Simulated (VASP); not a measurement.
# Hf (I4/mmm) in VASP: a series of runs, part 2 of 2

VASP 6.6.1. The steps go on from the part before.

## (3) Single point, PBEsol (strain -0.030 along x and y, +0.015 along z)

Input file INCAR:

```
PREC = Accurate ; ENCUT = 520
EDIFF = 1E-7 ; ISMEAR = 0
SIGMA = 0.15 ; LREAL = F
LASPH = T ; NELM = 100
ALGO = Fast ; ISIF = 2
LWAVE = F ; LCHARG = F
GGA = PS ; NBANDS = 11
```

Input file KPOINTS:

```
regular mesh
0
Gamma
  18 18 18
```

Input file POSCAR:

```
Hf
1.0
   -1.7508500000      1.7508500000      1.8320750000
    1.7508500000     -1.7508500000      1.8320750000
    1.7508500000      1.7508500000     -1.8320750000
Hf
1
Direct
    0.0000000000      0.0000000000      0.0000000000
```

Potentials or basis: VASP PAW PBE potentials, release 64 (Hf_pv).

The run is started by

```
$ cat potpaw_PBE.64/Hf_pv/POTCAR > POTCAR
$ mpirun -np 1 vasp_std > vasp.out
```

OUTCAR:

```text
PREC = Accurate
   ENCUT = 520
   EDIFF = 1E-7
   ISMEAR = 0
   LREAL = F
   LASPH = T
   NELM = 100
   ISIF = 2
   GGA = PS

 ion  position               nearest neighbor table
   1  0.000  0.000  0.000-

  LATTYP: Found a body centered tetragonal cell.
 ALAT       =     3.5017000000
 C/A-ratio  =     1.0463917526

  Lattice vectors:

 A1 = (  -1.7508500000,   1.7508500000,   1.8320750000)
 A2 = (   1.7508500000,  -1.7508500000,   1.8320750000)
 A3 = (   1.7508500000,   1.7508500000,  -1.8320750000)

Analysis of symmetry for initial positions (statically):
=====================================================================
 Subroutine PRICEL returns:
 Original cell was already a primitive cell.

 Routine SETGRP: Setting up the symmetry group for a
 body centered tetragonal supercell.

 Subroutine GETGRP returns: Found 16 space group operations
 (whereof 16 operations were pure point group operations)
 out of a pool of 16 trial point group operations.

The static configuration has the point symmetry D_4h.

Analysis of symmetry for dynamics (positions and initial velocities):
=====================================================================
 Subroutine PRICEL returns:
[... 160 lines left out ...]
 fundamental gap:      0.0035026102
 Fermi energy:         4.3922579973

 k-point     1 :       0.0000    0.0000    0.0000
  band No.  band energies     occupation
      1     -25.4113      2.00000
      2     -25.4103      2.00000
      3     -25.4103      2.00000
      4      -2.6413      2.00000
      5       5.7508      0.00000
      6       5.7508      0.00000
      7       6.2334      0.00000
      8       8.3240      0.00000
      9       8.9918      0.00000
     10      17.2451      0.00000
     11      17.9407      0.00000
[... 309 lines left out ...]
 k-point    24 :      -0.2222    0.0556    0.0000
  band No.  band energies     occupation
      1     -25.7062      2.00000
      2     -25.4931      2.00000
      3     -25.4218      2.00000
      4      -1.2775      2.00000
      5       5.1058      0.00000
      6       5.2401      0.00000
      7       7.3749      0.00000
      8       7.8494      0.00000
      9       8.8742      0.00000
     10      17.6188      0.00000
     11      18.3222      0.00000

 [... further k-points ...]
[... 5 lines left out ...]
  --------------------------------------------------------------------------------------
  -------------------------------------------------------------------------------------
  Total       -0.8502501     -0.8502501     -0.6068395      0.0000000      0.0000000      0.0000000
  in kB      -60.6395778    -60.6395778    -43.2796042      0.0000000      0.0000000      0.0000000
  external PRESSURE =     -54.8529200 kB  Pullay stress =       0.0000000 kB

 VOLUME and BASIS-vectors are now :
 -----------------------------------------------------------------------------
  energy-cutoff  :      520.00
  volume of cell :       22.46
      direct lattice vectors                 reciprocal lattice vectors
    -1.750850000  1.750850000  1.832075000     0.000000000  0.285575578  0.272914591
     1.750850000 -1.750850000  1.832075000     0.285575578  0.000000000  0.272914591
     1.750850000  1.750850000 -1.832075000     0.285575578  0.285575578  0.000000000

 POSITION                                       TOTAL-FORCE (eV/Angst)
 -----------------------------------------------------------------------------------
      0.00000      0.00000      0.00000        -0.000000      0.000000     -0.000000
 -----------------------------------------------------------------------------------
    total drift:                               -0.000000      0.000000      0.000000

  FREE ENERGIE OF THE ION-ELECTRON SYSTEM (eV)
  ---------------------------------------------------
  free  energy   TOTEN  =       -10.3258166217 eV

  energy  without entropy=      -10.3035004856  energy(sigma->0) =      -10.31465855
```

It took 3.3 min on 1 thread of Intel Xeon 8259CL, shared host; peak memory 0.24 GiB.

What came out:

| Property | Result |
| --- | --- |
| Free energy | -10.3258 eV |
| Pressure | -5.5 GPa |
| Band gap on the k mesh | zero (bands 5 and 6 overlap by 2.16 eV) |

Caveat: the cell differs from its parent crystal (strain -0.030 along x and y, +0.015 along z); the cell stands under tension; the PAW data sets were made with another functional, which shifts forces and pressure a little; spin-orbit coupling is left out, which moves the levels of the heavy elements.

## (4) Single point, PBEsol (strain -0.015 along x and y, +0.000 along z)

Input file INCAR:

```
SYSTEM = Hf
PREC = Accurate
ENCUT = 520
EDIFF = 1E-6
ISMEAR = 0
SIGMA = 0.15
LREAL = .FALSE.
LASPH = .TRUE.
NELM = 80
ALGO = Normal
ISIF = 2
LWAVE = .FALSE.
LCHARG = .TRUE.
GGA = PS
LELF = .TRUE.
LVHAR = .TRUE.
NBANDS = 11
```

Input file KPOINTS:

```
Automatic mesh
0
G
  18 18 18
  0 0 0
```

Input file POSCAR:

```
Hf
1.0
   -1.7779250000      1.7779250000      1.8050000000
    1.7779250000     -1.7779250000      1.8050000000
    1.7779250000      1.7779250000     -1.8050000000
Hf
1
Direct
    0.0000000000      0.0000000000      0.0000000000
```

The run is started by

```
$ cat potpaw_PBE.64/Hf_pv/POTCAR > POTCAR
$ mpirun -np 1 vasp_std > vasp.out
```

It took 2.4 min on 1 thread of Intel Xeon 8259CL, shared host; peak memory 0.24 GiB.

The run converged. Its results:

| Property | Result |
| --- | --- |
| Free energy | -10.3085 eV |
| Pressure | -6.9 GPa |
| Band gap on the k mesh | zero (bands 5 and 6 overlap by 2.14 eV) |

Stress tensor (GPa, compression positive):
```
-7.13  0.00  0.00
 0.00 -7.13  0.00
 0.00  0.00 -6.49
```

Levels at points of the mesh, in eV from the Fermi level:
| k point | band 1 | band 2 | band 3 | band 4 | band 5 | band 6 | band 7 | band 8 | band 9 | band 10 |
| --- | --- | --- | --- | --- | --- | --- | --- | --- | --- | --- |
| (0.00, 0.00, 0.00) | -29.86 | -29.86 | -29.86 | -6.98 | 1.44 | 1.44 | 1.60 | 4.12 | 4.34 | 13.07 |
| (0.50, 0.00, 0.00) | -30.63 | -30.11 | -29.86 | -3.33 | -0.42 | 0.99 | 3.96 | 5.00 | 7.42 | 9.86 |
| (0.50, 0.50, 0.00) | -30.63 | -30.12 | -29.87 | -3.30 | -0.58 | 1.08 | 4.18 | 5.10 | 7.46 | 9.93 |
| (0.50, 0.50, 0.50) | -30.42 | -30.39 | -30.39 | -2.50 | -2.46 | 6.60 | 6.65 | 6.65 | 6.84 | 7.19 |

Caveat: the cell differs from its parent crystal (strain -0.015 along x and y, +0.000 along z); the cell stands under tension; the PAW data sets were made with another functional, which shifts forces and pressure a little; spin-orbit coupling is left out, which moves the levels of the heavy elements.

## (5) Summary

```tsv
cell	gap on the mesh (eV)	pressure (GPa)
a = 3.064 Å, angles 109.1, 109.1, 110.3°, 1 atom	none	-4.2
a = 3.080 Å, angles 110.7, 110.7, 107.0°, 1 atom	none	-5.5
a = 3.095 Å, angles 109.9, 109.9, 108.7°, 1 atom	none	-6.9
```

Alike in all rows: task single point; level PBEsol; potentials or basis VASP PAW PBE potentials, release 64 (Hf_pv); no spin polarisation; k mesh 18 × 18 × 18; cutoff (eV) 520; smearing gaussian 0.15 eV.

Caveats: the cell stands under tension; the PAW data sets were made with another functional, which shifts forces and pressure a little; spin-orbit coupling is left out, which moves the levels of the heavy elements.

Absolute energies hang on the potentials; compare differences alone.
